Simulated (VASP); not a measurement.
# Mo (P6/mmm) in VASP: notebook, part 2 of 3

VASP 6.6.1.

### 3 Single point, PBEsol

This run uses another cell than the first one, of the same volume but with other edges.

Input file INCAR:

```
ALGO = Fast
EDIFF = 1E-7
ENCUT = 520
GGA = PS
ISIF = 2
ISMEAR = 0
LASPH = T
LCHARG = F
LREAL = F
LWAVE = F
NBANDS = 13
NELM = 60
PREC = Accurate
SIGMA = 0.15
```

Input file KPOINTS:

```
k-points
0
Gamma
  24 24 20
```

Input file POSCAR:

```
Mo
1.0
    2.9467392473      0.0000000000      0.0000000000
   -1.4733696237      2.5519510465      0.0000000000
    0.0000000000      0.0000000000      2.2019879758
Mo
1
Direct
    0.0000000000      0.0000000000      0.5000000000
```

Potentials or basis: VASP PAW PBE potentials, release 64 (Mo_sv).

Launch:

```console
cat potpaw_PBE.64/Mo_sv/POTCAR > POTCAR
mpirun -np 1 vasp_std > vasp.out
```

OUTCAR:

```text
EDIFF = 1E-7
   ENCUT = 520
   GGA = PS
   ISIF = 2
   ISMEAR = 0
   LASPH = T
   LREAL = F
   NELM = 60
   PREC = Accurate

 ion  position               nearest neighbor table
   1  0.000  0.000  0.500-

  LATTYP: Found a hexagonal cell.
 ALAT       =     2.9467392473
 C/A-ratio  =     0.7472625811

  Lattice vectors:

 A1 = (   2.9467392473,   0.0000000000,   0.0000000000)
 A2 = (  -1.4733696237,   2.5519510465,   0.0000000000)
 A3 = (   0.0000000000,   0.0000000000,   2.2019879758)

Analysis of symmetry for initial positions (statically):
=====================================================================
 Subroutine PRICEL returns:
 Original cell was already a primitive cell.

 Routine SETGRP: Setting up the symmetry group for a
 hexagonal supercell.

 Subroutine GETGRP returns: Found 24 space group operations
 (whereof 24 operations were pure point group operations)
 out of a pool of 24 trial point group operations.

The static configuration has the point symmetry D_6h.

Analysis of symmetry for dynamics (positions and initial velocities):
=====================================================================
 Subroutine PRICEL returns:
 Original cell was already a primitive cell.

 Routine SETGRP: Setting up the symmetry group for a
 hexagonal supercell.

 Subroutine GETGRP returns: Found 24 space group operations
 (whereof 24 operations were pure point group operations)
 out of a pool of 24 trial point group operations.

The dynamic configuration has the point symmetry D_6h.

 Subroutine INISYM returns: Found 24 space group operations
 (whereof 24 operations are pure point group operations),
 and found     1 'primitive' translations

----------------------------------------------------------------------------------------

                                     Primitive cell

  volume of cell :      16.5588

  direct lattice vectors                    reciprocal lattice vectors
     2.946739247  0.000000000  0.000000000     0.339358157  0.195928523  0.000000000
    -1.473369624  2.551951047  0.000000000     0.000000000  0.391857047  0.000000000
     0.000000000  0.000000000  2.201987976     0.000000000  0.000000000  0.454135087

  length of vectors
     2.946739247  2.946739247  2.201987976     0.391857047  0.391857047  0.454135087

  position of ions in fractional coordinates (direct lattice)
     0.000000000  0.000000000  0.500000000

  ion indices of the primitive-cell ions
   primitive index   ion index
                 1           1

----------------------------------------------------------------------------------------

 KPOINTS: k-points

Automatic generation of k-mesh.
 Grid dimensions read from file:
 generate k-points for:   24   24   20

 Generating k-lattice:

  Cartesian coordinates                     Fractional coordinates (reciprocal lattice)
     0.014139923  0.008163688  0.000000000     0.041666667  0.000000000  0.000000000
     0.000000000  0.016327377  0.000000000     0.000000000  0.041666667  0.000000000
     0.000000000  0.000000000  0.022706754     0.000000000  0.000000000  0.050000000

  Length of vectors
     0.016327377  0.016327377  0.022706754

  Shift w.r.t. Gamma in fractional coordinates (k-lattice)
     0.000000000  0.000000000  0.000000000

 Subroutine IBZKPT returns following result:
 ===========================================

 Found    671 irreducible k-points:

 Following reciprocal coordinates:
            Coordinates               Weight
  0.000000  0.000000  0.000000      1.000000
  0.041667 -0.000000  0.000000      6.000000
  0.083333  0.000000  0.000000      6.000000
  0.125000  0.000000  0.000000      6.000000
  0.166667 -0.000000  0.000000      6.000000
  0.208333  0.000000  0.000000      6.000000
[... 16 lines left out ...]
  0.416667  0.041667  0.000000     12.000000
  0.458333  0.041667  0.000000     12.000000
 [... further k-points ...]
   k-points           NKPTS =    671   k-points in BZ     NKDIM =    671   number of bands    NBANDS=     13
   number of dos      NEDOS =    301   number of ions     NIONS =      1
   total plane-waves  NPLWV =   9216
   dimension x,y,z NGX =    24 NGY =   24 NGZ =   16
   dimension x,y,z NGXF=    48 NGYF=   48 NGZF=   32
   ions per type =               1
   NGX,Y,Z   is equivalent  to a cutoff of  13.54, 13.54, 12.08 a.u.
   NGXF,Y,Z  is equivalent  to a cutoff of  27.08, 27.08, 24.16 a.u.
 SYSTEM =  unknown system
   PREC   = accura    normal or accurate (medium, high low for compatibility)
   ISTART =      0    job   : 0-new  1-cont  2-samecut
   ICHARG =      2    charge: 1-file 2-atom 10-const
   ISPIN  =      1    spin polarized calculation?
   LNONCOLLINEAR =      F non collinear calculations
   LSORBIT =      F    spin-orbit coupling
   LASPH  =      T    aspherical Exc in radial PAW
   ENCUT  =  520.0 eV  38.22 Ry    6.18 a.u.   5.48  5.48  4.09*2*pi/ulx,y,z
   NELM   =     60;   NELMIN=  2; NELMDL= -5     # of ELM steps
   EDIFF  = 0.1E-06   stopping-criterion for ELM
   LREAL  =      F    real-space projection
   EDIFFG = 0.1E-05   stopping-criterion for IOM
   NSW    =      0    number of steps for IOM
   IBRION =     -1    ionic relax: 0-MD 1-quasi-New 2-CG
   NFREE  =      0    steps in history (QN), initial steepest desc. (CG)
   ISIF   =      2    stress and relaxation
   ISYM   =      2    0-nonsym 1-usesym 2-fastsym
   POTIM  = 0.5000    time-step for ionic-motion
   TEBEG  =    0.0;   TEEND  =   0.0 temperature during run
   PSTRESS=    0.0 pullay stress
   NELECT =      14.0000    total number of electrons
   NUPDOWN=      -1.0000    fix difference up-down
   EMIN   =  10.00;   EMAX   =-10.00  energy-range for DOS
   EFERMI =   0.00;   METHOD = LEGACY
   ISMEAR =     0;   SIGMA  =   0.15  broadening in eV -4-tet -1-fermi 0-gaus
   EFERMI_NEDOS =   21; number of points for ismear=-14 and -15
   IALGO  =     68    algorithm
   IMIX   =      4    mixing-type and parameters
     AMIX     =   0.40;   BMIX     =  1.00
     AMIX_MAG =   1.60;   BMIX_MAG =  1.00
  volume/ion in A,a.u.               =      16.56       111.74
  Fermi-wavevector in a.u.,A,eV,Ry     =   1.548013  2.925320 32.604229  2.396343
  Thomas-Fermi vector in A             =   2.653024
   LORBIT       =      0    0 simple, 1 ext, 2 COOP (PROOUT), +10 PAW based schemes
   GGA     = PS    functional components
   LHFCALC =     F    Hartree Fock is set to
   AEXX    =    0.0000 exact exchange contribution
   IVDW    =     0    specifies the selected vdW correction
   LEPSILON=     F    determine dielectric tensor
   LRPA    =     F    only Hartree local field effects (RPA)
 non-spin polarized calculation
 RMM-DIIS sequential band-by-band and
 Gauss-broadening in eV      SIGMA  =   0.15
  energy-cutoff  :      520.00
  volume of cell :       16.56
 maximum number of plane-waves:       466
 NGX is ok and might be reduce to    24

 number of electron      13.9999999 magnetization

 Free energy of the ion-electron system (eV)
  ---------------------------------------------------
  ext. energy  EPLUGINS =         0.00000000
  ---------------------------------------------------
  free energy    TOTEN  =       -10.39984890 eV

  energy without entropy =      -10.38934911  energy(sigma->0) =      -10.39459900

 E-fermi :  11.2096     XC(G=0): -13.0388

 val. band max:       11.2077074543   @ k =   0.1250   0.1250   0.3000
 cond. band min:      11.2122586752   @ k =   0.1667   0.0417   0.1500
 fundamental gap:      0.0045512209
 Fermi energy:        11.2096143770

 k-point     1 :       0.0000    0.0000    0.0000
  band No.  band energies     occupation
      1     -49.9254      2.00000
      2     -23.4231      2.00000
      3     -23.4231      2.00000
      4     -21.3377      2.00000
      5       4.5844      2.00000
      6       6.3193      2.00000
      7       9.8766      2.00000
      8       9.8766      2.00000
      9      17.0280      0.00000
     10      17.0280      0.00000
     11      22.6423      0.00000
     12      29.6358      0.00000
     13      29.6358      0.00000
[... 353 lines left out ...]
 k-point    24 :       0.4583    0.0417    0.0000
  band No.  band energies     occupation
      1     -49.8278      2.00000
      2     -24.1664      2.00000
      3     -23.6071      2.00000
      4     -21.2853      2.00000
      5       6.5079      2.00000
      6       6.8516      2.00000
      7      11.2982      0.40372
      8      14.1931      0.00000
      9      15.6503      0.00000
     10      16.7039      0.00000
     11      18.9911      0.00000
     12      22.5403      0.00000
     13      31.0866      0.00000

 [... further k-points ...]
[... 5 lines left out ...]
  --------------------------------------------------------------------------------------
  -------------------------------------------------------------------------------------
  Total       -1.6812037     -1.6812037      7.7825918      0.0000000      0.0000000      0.0000000
  in kB     -162.6679308   -162.6679308    753.0188469      0.0000000      0.0000000      0.0000000
  external PRESSURE =     142.5609951 kB  Pullay stress =       0.0000000 kB

 VOLUME and BASIS-vectors are now :
 -----------------------------------------------------------------------------
  energy-cutoff  :      520.00
  volume of cell :       16.56
      direct lattice vectors                 reciprocal lattice vectors
     2.946739247  0.000000000  0.000000000     0.339358157  0.195928523  0.000000000
    -1.473369624  2.551951047  0.000000000     0.000000000  0.391857047  0.000000000
     0.000000000  0.000000000  2.201987976     0.000000000  0.000000000  0.454135087

 POSITION                                       TOTAL-FORCE (eV/Angst)
 -----------------------------------------------------------------------------------
      0.00000      0.00000      1.10099         0.000000      0.000000      0.000000
 -----------------------------------------------------------------------------------
    total drift:                                0.000000      0.000000      0.000000

  FREE ENERGIE OF THE ION-ELECTRON SYSTEM (eV)
  ---------------------------------------------------
  free  energy   TOTEN  =       -10.3998488995 eV

  energy  without entropy=      -10.3893491087  energy(sigma->0) =      -10.39459900
```

OSZICAR:

```text
N       E                     dE             d eps       ncg     rms          rms(c)
DAV:   1     0.110687210980E+03    0.11069E+03   -0.90591E+03 17603   0.111E+03
DAV:   2    -0.942778493655E+01   -0.12011E+03   -0.11614E+03 19696   0.332E+02
DAV:   3    -0.108405095296E+02   -0.14127E+01   -0.14083E+01 20156   0.365E+01
DAV:   4    -0.108446750853E+02   -0.41656E-02   -0.41654E-02 20311   0.226E+00
DAV:   5    -0.108447097535E+02   -0.34668E-04   -0.34666E-04 20831   0.173E-01    0.190E+01
RMM:   6    -0.104646690157E+02    0.38004E+00   -0.40805E-01 17527   0.592E+00    0.790E+00
RMM:   7    -0.104020901884E+02    0.62579E-01   -0.15740E-01 18004   0.368E+00    0.103E+00
RMM:   8    -0.103999024830E+02    0.21877E-02   -0.15494E-02 19230   0.134E+00    0.219E-01
RMM:   9    -0.103998615418E+02    0.40941E-04   -0.17008E-03 19590   0.463E-01    0.863E-02
RMM:  10    -0.103998472552E+02    0.14287E-04   -0.23922E-04 19712   0.189E-01    0.899E-03
RMM:  11    -0.103998491268E+02   -0.18716E-05   -0.40826E-05 19859   0.759E-02    0.699E-03
RMM:  12    -0.103998486749E+02    0.45191E-06   -0.44860E-06 20068   0.268E-02    0.426E-03
RMM:  13    -0.103998488716E+02   -0.19677E-06   -0.12651E-06 18546   0.133E-02    0.710E-04
RMM:  14    -0.103998488995E+02   -0.27860E-07   -0.23150E-07 13312   0.579E-03
   1 F= -.10399849E+02 E0= -.10394599E+02  d E =-.104998E-01
```

stdout:

```text
POSCAR found type information on POSCAR Mo
 POSCAR found :  1 types and       1 ions
 scaLAPACK will be used
 -----------------------------------------------------------------------------
|                                                                             |
|                                                                             |
|     You enforced a specific xc type in the INCAR file but a different       |
|     I HOPE YOU KNOW WHAT YOU ARE DOING!                                     |
|                                                                             |
 -----------------------------------------------------------------------------

 LDA part: xc-table for (Slater+PW92), standard interpolation
 POSCAR, INCAR and KPOINTS ok, starting setup
 FFT: planning ... GRIDC
 FFT: planning ... GRID_SOFT
 FFT: planning ... GRID
 WAVECAR not read
 entering main loop
```

It took 66 s on 1 thread of Intel Xeon Platinum 8375C at 2.90GHz (Ice Lake), shared host; peak memory 0.24 GiB.

What came out:

```
Free energy            : -10.3998 eV
Pressure               : 14.3 GPa
Band gap on the k mesh : zero (band 7 reaches 12.13 eV, above the bottom of band 8 at 9.88 eV)
```

Levels at points of the mesh, in eV from the Fermi level:
| k point | band 4 | band 5 | band 6 | band 7 | band 8 | band 9 | band 10 | band 11 |
| --- | --- | --- | --- | --- | --- | --- | --- | --- |
| (0.00, 0.00, 0.00) | -32.55 | -6.63 | -4.89 | -1.33 | -1.33 | 5.82 | 5.82 | 11.43 |
| (0.50, 0.00, 0.00) | -32.49 | -4.75 | -4.36 | 0.27 | 2.85 | 4.43 | 5.51 | 7.77 |
| (0.00, 0.00, 0.50) | -33.98 | -1.85 | -1.85 | -1.68 | 0.80 | 0.80 | 2.00 | 15.70 |
| (0.50, 0.00, 0.50) | -34.12 | -5.82 | -2.68 | -1.45 | 4.10 | 7.37 | 7.60 | 7.82 |

Caveat: the PAW data sets were made with another functional, which shifts forces and pressure a little.

(Part 2 of 3 ends here.)
